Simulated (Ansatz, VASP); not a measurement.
# AgB2: VASP beside Ansatz

File INCAR:

```
  ALGO = Normal
  EDIFF = 1E-6
  ENCUT = 520
  GGA = PS
  ISIF = 2
  ISMEAR = -1
  LASPH = T
  LCHARG = F
  LREAL = F
  LWAVE = F
  NBANDS = 16
  NELM = 60
  PREC = Accurate
  SIGMA = 0.05
```

KPOINTS

```
k-points
0
Gamma
  16 16 13
```

Contents of POSCAR:

```
AgB2
1.0
    3.0588401399      0.0000000000      0.0000000000
   -1.5294200700      2.6490332673      0.0000000000
    0.0000000000      0.0000000000      3.3035455446
Ag B
1 2
Direct
    0.0000000000      0.0000000000      0.0000000000
    0.3333333333      0.6666666667      0.5000000000
    0.6666666667      0.3333333333      0.5000000000
```

Input for Ansatz:

```yaml
crystal:
  lattice:
    - [3.0588401399, 0.0, 0.0]
    - [-1.52942007, 2.6490332673, 0.0]
    - [0.0, 0.0, 3.3035455446]
  atoms:
    - { symbol: Ag, position: [0.0, 0.0, 0.0] }
    - { symbol: B, position: [0.3333333333, 0.6666666667, 0.5] }
    - { symbol: B, position: [0.6666666667, 0.3333333333, 0.5] }
kpoints:
  mp_grid: { grid: [16, 16, 13] }
  band_path:
    path:
      - [0.0, 0.0, 0.0]
      - [0.5, 0.0, 0.0]
      - [0.3333333333, 0.3333333333, 0.0]
      - [0.0, 0.0, 0.0]
      - [0.0, 0.0, 0.5]
      - [0.5, 0.0, 0.5]
      - [0.3333333333, 0.3333333333, 0.5]
      - [0.0, 0.0, 0.5]
      - [0.5, 0.0, 0.5]
    npoints: 5
scf:
  occupations: { method: fermi_dirac, width: 0.05 }
hamiltonian:
  xc: pbesol
  pseudopotentials: { kind: all_electron, lapw: { basis_error: 0.001 } }
output:
  forces: true
  stress: true
  eigenvalues: true
```

Change from the starting cell: volume scaled by 1.06.

Alike in both runs: task single point; functional PBEsol; k mesh 16 × 16 × 13; occupations fermi-dirac, width 0.05 eV; no spin polarisation.

|  | VASP | Ansatz |
| --- | --- | --- |
| version | VASP 6.6.1 | Ansatz 0.2.0 |
| potentials or method | VASP PAW PBE potentials, release 64 (Ag, B), cutoff 520 eV | all-electron LAPW, scalar-relativistic |

```csv
,VASP,Ansatz,Ansatz less VASP
pressure (GPa),27.6,27.6,+0.01
"traceless stress, the component that is largest in VASP (GPa)",20.77,20.89,+0.124
```

VASP's potentials were made for PBE, not for PBEsol. Ansatz ran all-electron here, and VASP with PAW potentials.
